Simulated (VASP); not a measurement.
# Ti (Im-3m) in VASP: settings compared, part 2 of 2

VASP 6.6.1.

## 3. Single point, r2SCANh

This run uses another cell than the first one, of 18.74 Å³/atom.

POSCAR

```
Ti
1.0
   -1.6731846416      1.6731846416      1.6731846416
    1.6731846416     -1.6731846416      1.6731846416
    1.6731846416      1.6731846416     -1.6731846416
Ti
1
Direct
    0.0000000000      0.0000000000      0.0000000000
```

INCAR.step1

```
SYSTEM = Ti
ALGO     = Normal         ! electronic algorithm
EDIFF    = 1E-5           ! SCF threshold, eV
ENCUT    = 520            ! plane-wave cutoff, eV
GGA      = PE             ! functional
ISIF     = 2              ! what is computed and relaxed
ISMEAR   = -1             ! smearing method
LASPH    = .TRUE.         ! aspherical terms in the spheres
LCHARG   = .FALSE.        ! write CHGCAR
LREAL    = .FALSE.        ! projectors in reciprocal space
LWAVE    = .TRUE.         ! write WAVECAR
NBANDS   = 12             ! bands
NELM     = 80             ! most SCF steps
PREC     = Accurate       ! precision mode
SIGMA    = 0.05           ! smearing width, eV
```

INCAR.step2

```
SYSTEM = Ti
AEXX     = 0.1            ! exact-exchange fraction
ALGO     = Normal         ! electronic algorithm
EDIFF    = 1E-7           ! SCF threshold, eV
ENCUT    = 520            ! plane-wave cutoff, eV
ISIF     = 2              ! what is computed and relaxed
ISMEAR   = -1             ! smearing method
ISTART   = 1            
LASPH    = .TRUE.         ! aspherical terms in the spheres
LCHARG   = .FALSE.        ! write CHGCAR
LHFCALC  = .TRUE.         ! exact exchange
LMIXTAU  = .TRUE.       
LREAL    = .FALSE.        ! projectors in reciprocal space
LWAVE    = .FALSE.        ! write WAVECAR
METAGGA  = R2SCAN         ! meta-GGA
NBANDS   = 12             ! bands
NELM     = 80             ! most SCF steps
PREC     = Accurate       ! precision mode
PRECFOCK = Normal       
SIGMA    = 0.05           ! smearing width, eV
```

KPOINTS

```
k-points
0
G
  6 6 6
  0 0 0
```

Potentials or basis: VASP PAW PBE potentials, release 64 (Ti_sv).

Run with:

```console
$ cat potpaw_PBE.64/Ti_sv/POTCAR > POTCAR
$ cp INCAR.step1 INCAR
$ mpirun -np 1 vasp_std > vasp.out
$ cp INCAR.step2 INCAR
$ mpirun -np 1 vasp_std > vasp.out
```

OUTCAR:

```text
SYSTEM = Ti
   AEXX = 0.1
   EDIFF = 1E-7
   ENCUT = 520
   ISIF = 2
   ISMEAR = -1
   ISTART = 1
   LASPH = .TRUE.
   LHFCALC = .TRUE.
   LREAL = .FALSE.
   METAGGA = R2SCAN
   NELM = 80
   PREC = Accurate
   PRECFOCK = Normal

 ion  position               nearest neighbor table
   1  0.000  0.000  0.000-

  LATTYP: Found a body centered cubic cell.
 ALAT       =     3.3463692832

  Lattice vectors:

 A1 = (  -1.6731846416,   1.6731846416,   1.6731846416)
 A2 = (   1.6731846416,  -1.6731846416,   1.6731846416)
 A3 = (   1.6731846416,   1.6731846416,  -1.6731846416)

Analysis of symmetry for initial positions (statically):
=====================================================================
 Subroutine PRICEL returns:
 Original cell was already a primitive cell.

 Routine SETGRP: Setting up the symmetry group for a
 body centered cubic supercell.

 Subroutine GETGRP returns: Found 48 space group operations
 (whereof 48 operations were pure point group operations)
 out of a pool of 48 trial point group operations.

The static configuration has the point symmetry O_h .
[... 166 lines left out ...]
  band No.  band energies     occupation
      1     -53.6704      2.00000
      2     -28.0086      2.00000
      3     -28.0086      2.00000
      4     -28.0086      2.00000
      5       0.5908      2.00000
      6       8.7794      0.00000
      7       8.7794      0.00000
      8       8.7795      0.00000
      9      10.3704      0.00000
     10      10.3704      0.00000
     11      25.3140      0.00000
     12      25.3140      0.00000
[... 211 lines left out ...]
 k-point    16 :       0.5000    0.5000    0.5000
  band No.  band energies     occupation
      1     -53.4976      2.00000
      2     -28.3819      2.00000
      3     -28.3819      2.00000
      4     -28.3818      2.00000
      5       4.9310      2.00000
      6       4.9310      2.00000
      7      11.5283      0.00000
      8      11.5283      0.00000
      9      11.5284      0.00000
     10      15.7825      0.00000
     11      15.7826      0.00000
     12      15.7826      0.00000

------------------------ aborting loop because EDIFF is reached ----------------------------------------

  FORCE on cell =-STRESS in cart. coord.  units (eV):
  Direction    XX          YY          ZZ          XY          YZ          ZX
  --------------------------------------------------------------------------------------
  -------------------------------------------------------------------------------------
  Total       -0.9231267     -0.9231267     -0.9231267      0.0000000      0.0000000      0.0000000
  in kB      -78.9369409    -78.9369409    -78.9369409      0.0000000      0.0000000      0.0000000
  external PRESSURE =     -78.9369409 kB  Pullay stress =       0.0000000 kB

 VOLUME and BASIS-vectors are now :
 -----------------------------------------------------------------------------
  energy-cutoff  :      520.00
  volume of cell :       18.74
      direct lattice vectors                 reciprocal lattice vectors
    -1.673184642  1.673184642  1.673184642     0.000000000  0.298831335  0.298831335
     1.673184642 -1.673184642  1.673184642     0.298831335  0.000000000  0.298831335
     1.673184642  1.673184642 -1.673184642     0.298831335  0.298831335  0.000000000

 POSITION                                       TOTAL-FORCE (eV/Angst)
 -----------------------------------------------------------------------------------
      0.00000      0.00000      0.00000         0.000000     -0.000000     -0.000000
 -----------------------------------------------------------------------------------
    total drift:                               -0.000000      0.000000      0.000000

  FREE ENERGIE OF THE ION-ELECTRON SYSTEM (eV)
  ---------------------------------------------------
  free  energy   TOTEN  =       -13.2985016272 eV

  energy  without entropy=      -13.2826682727  energy(sigma->0) =      -13.29058495
```

OUTCAR.step1:

```text
SYSTEM = Ti
   EDIFF = 1E-5
   ENCUT = 520
   GGA = PE
   ISIF = 2
   ISMEAR = -1
   LASPH = .TRUE.
[... 446 lines left out ...]
 -----------------------------------------------------------------------------------
      0.00000      0.00000      0.00000        -0.000000      0.000000     -0.000000
 -----------------------------------------------------------------------------------
    total drift:                                0.000000      0.000000     -0.000000

  FREE ENERGIE OF THE ION-ELECTRON SYSTEM (eV)
  ---------------------------------------------------
  free  energy   TOTEN  =        -7.6787834941 eV

  energy  without entropy=       -7.6519072612  energy(sigma->0) =       -7.66534538
```

OSZICAR.step1:

```text
N       E                     dE             d eps       ncg     rms          rms(c)
DAV:   1     0.869013417134E+02    0.86901E+02   -0.66734E+03   384   0.119E+03
DAV:   2    -0.442015862390E+01   -0.91322E+02   -0.88899E+02   392   0.292E+02
DAV:   3    -0.878777922331E+01   -0.43676E+01   -0.42868E+01   560   0.654E+01
DAV:   4    -0.887554427293E+01   -0.87765E-01   -0.87739E-01   408   0.908E+00
DAV:   5    -0.887739064756E+01   -0.18464E-02   -0.18464E-02   488   0.123E+00    0.782E+00
DAV:   6    -0.767878712528E+01    0.11986E+01   -0.27945E+00   408   0.235E+01    0.188E+00
DAV:   7    -0.767267393453E+01    0.61132E-02   -0.84793E-02   440   0.282E+00    0.119E+00
DAV:   8    -0.767862706883E+01   -0.59531E-02   -0.32924E-02   416   0.245E+00    0.162E-01
DAV:   9    -0.767882133616E+01   -0.19427E-03   -0.40416E-03   480   0.742E-01    0.818E-02
DAV:  10    -0.767879759198E+01    0.23744E-04   -0.43026E-04   428   0.249E-01    0.179E-02
DAV:  11    -0.767878410721E+01    0.13485E-04   -0.53472E-05   428   0.109E-01    0.956E-03
DAV:  12    -0.767878349406E+01    0.61315E-06   -0.45069E-06   224   0.281E-02
   1 F= -.76787835E+01 E0= -.76653454E+01  d E =-.268762E-01
```

Run time: 33 min. Hardware: 1 thread of Intel Xeon 8259CL, shared host; peak memory 0.16 GiB.

Results:

* Free energy: -13.2985 eV
* Pressure: -7.9 GPa
* Band gap on the k mesh: zero (bands 6 and 7 overlap by 2.32 eV)

Caveat: the k points lie up to 0.44 Å⁻¹ apart, too coarse for converged energies and pressures of a metal; the PAW data sets were made with another functional, which shifts forces and pressure a little.

## 4. Single point, HSE06

POSCAR

```
Ti
1.0
   -1.6625945817      1.6625945817      1.6625945817
    1.6625945817     -1.6625945817      1.6625945817
    1.6625945817      1.6625945817     -1.6625945817
Ti
1
Direct
    0.0000000000      0.0000000000      0.0000000000
```

INCAR.step1

```
SYSTEM = Ti
PREC = Accurate ; ENCUT = 520
EDIFF = 1E-5 ; ISMEAR = -1
SIGMA = 0.05 ; LREAL = .False.
LASPH = .True. ; NELM = 80
ALGO = Normal ; ISIF = 2
LWAVE = .True. ; LCHARG = .False.
GGA = PE ; NBANDS = 12
```

INCAR.step2

```
SYSTEM = Ti
PREC = Accurate ; ENCUT = 520
EDIFF = 1E-6 ; ISMEAR = -1
SIGMA = 0.05 ; LREAL = .False.
LASPH = .True. ; NELM = 80
ALGO = Normal ; ISIF = 2
LWAVE = .False. ; LCHARG = .False.
GGA = PE ; LHFCALC = .True.
HFSCREEN = 0.2079 ; PRECFOCK = Normal
ISTART = 1 ; NBANDS = 12
```

KPOINTS

```
regular mesh
0
Gamma
  8 8 8
  0 0 0
```

Run with:

```console
$ cat potpaw_PBE.64/Ti_sv/POTCAR > POTCAR
$ cp INCAR.step1 INCAR
$ mpirun -np 1 vasp_std > vasp.out
$ cp INCAR.step2 INCAR
$ mpirun -np 1 vasp_std > vasp.out
```

Run time: 65 min. Hardware: 1 thread of Intel Xeon Platinum 8259CL at 2.50GHz (Skylake/Cascade Lake), shared host; peak memory 0.25 GiB.

It converged, with:

```yaml
Free_energy: -9.2116 eV
Pressure: -7.3 GPa
Band_gap_on_the_k_mesh: zero (bands 6 and 7 overlap by 2.43 eV)
```

Levels at points of the mesh, in eV from the Fermi level:
```tsv
k point	band 3	band 4	band 5	band 6	band 7	band 8	band 9	band 10
(0.00, 0.00, 0.00)	-35.96	-35.96	-7.09	1.52	1.52	1.52	3.24	3.24
(0.50, 0.00, 0.00)	-36.14	-35.96	-2.89	-0.23	0.63	3.20	3.48	4.75
(0.50, 0.50, 0.50)	-36.36	-36.36	-2.51	-2.51	4.43	4.43	4.43	8.43
```

Caveat: the cell stands under tension; the PAW data sets were made with another functional, which shifts forces and pressure a little.

## 5. Single point, B3LYP

This run uses another cell than the first one, of 17.68 Å³/atom.

POSCAR

```
Ti
1.0
   -1.6410000000      1.6410000000      1.6410000000
    1.6410000000     -1.6410000000      1.6410000000
    1.6410000000      1.6410000000     -1.6410000000
Ti
1
Direct
    0.0000000000      0.0000000000      0.0000000000
```

INCAR.step1

```
SYSTEM = Ti
  ALGO = Normal
  EDIFF = 1E-5
  ENCUT = 520
  GGA = PE
  ISIF = 2
  ISMEAR = -1
  LASPH = .True.
  LCHARG = .False.
  LREAL = .False.
  LWAVE = .True.
  NBANDS = 12
  NELM = 100
  PREC = Accurate
  SIGMA = 0.05
```

INCAR.step2

```
SYSTEM = Ti
  AEXX = 0.2
  AGGAC = 0.81
  AGGAX = 0.72
  ALDAC = 0.19
  ALGO = Normal
  EDIFF = 1E-6
  ENCUT = 520
  GGA = B3
  ISIF = 2
  ISMEAR = -1
  ISTART = 1
  LASPH = .True.
  LCHARG = .False.
  LHFCALC = .True.
  LREAL = .False.
  LWAVE = .False.
  NBANDS = 12
  NELM = 100
  PREC = Accurate
  PRECFOCK = Normal
  SIGMA = 0.05
```

KPOINTS

```
k-points
0
Gamma
  6 6 6
  0 0 0
```

Run with:

```console
$ cat potpaw_PBE.64/Ti_sv/POTCAR > POTCAR
$ cp INCAR.step1 INCAR
$ mpirun -np 1 vasp_std > vasp.out
$ cp INCAR.step2 INCAR
$ mpirun -np 1 vasp_std > vasp.out
```

It took 3 min on 1 thread of Intel Xeon 6975P-C (Granite Rapids), shared host; peak memory 0.14 GiB.

Results (log left out):

| Item | Value |
| --- | --- |
| Free energy | -8.7262 eV |
| Pressure | -2.3 GPa |
| Band gap on the k mesh | zero (bands 6 and 7 overlap by 2.74 eV) |

Levels at points of the mesh, in eV from the Fermi level:
```
           k point  band 3  band 4  band 5  band 6  band 7  band 8  band 9  band 10
(0.00, 0.00, 0.00)  -35.48  -35.48   -7.15    1.62    1.62    1.62    3.40     3.40
(0.50, 0.00, 0.00)  -35.68  -35.48   -3.22   -0.73    1.21    3.36    3.65     4.98
(0.50, 0.50, 0.50)  -35.93  -35.93   -2.96   -2.96    4.64    4.64    4.64     9.07
```

Caveat: the k points lie up to 0.45 Å⁻¹ apart, too coarse for converged energies and pressures of a metal; the PAW data sets were made with another functional, which shifts forces and pressure a little.

## 6. Summary

| level | cell | k mesh | share of exact exchange | screening parameter | gap on the mesh (eV) | pressure (GPa) |
| --- | --- | --- | --- | --- | --- | --- |
| r2SCANh | a = 2.880 Å, angles 109.5°, 1 atom | 6 × 6 × 6 | 0.1 | - | none | -6.1 |
| r2SCANh | a = 2.898 Å, angles 109.5°, 1 atom | 6 × 6 × 6 | 0.1 | - | none | -7.9 |
| HSE06 | a = 2.880 Å, angles 109.5°, 1 atom | 8 × 8 × 8 | 0.25 | 0.2079 1/Å | none | -7.3 |
| B3LYP | a = 2.842 Å, angles 109.5°, 1 atom | 6 × 6 × 6 | 0.2 | - | none | -2.3 |

Alike in all rows: task single point; potentials or basis VASP PAW PBE potentials, release 64 (Ti_sv); no spin polarisation; cutoff (eV) 520; smearing fermi-dirac 0.05 eV.

Caveats: some runs use coarse meshes; the PAW data sets were made with another functional, which shifts forces and pressure a little; the cell stands under tension (at least some runs).

Absolute energies hang on the potentials; compare differences alone.
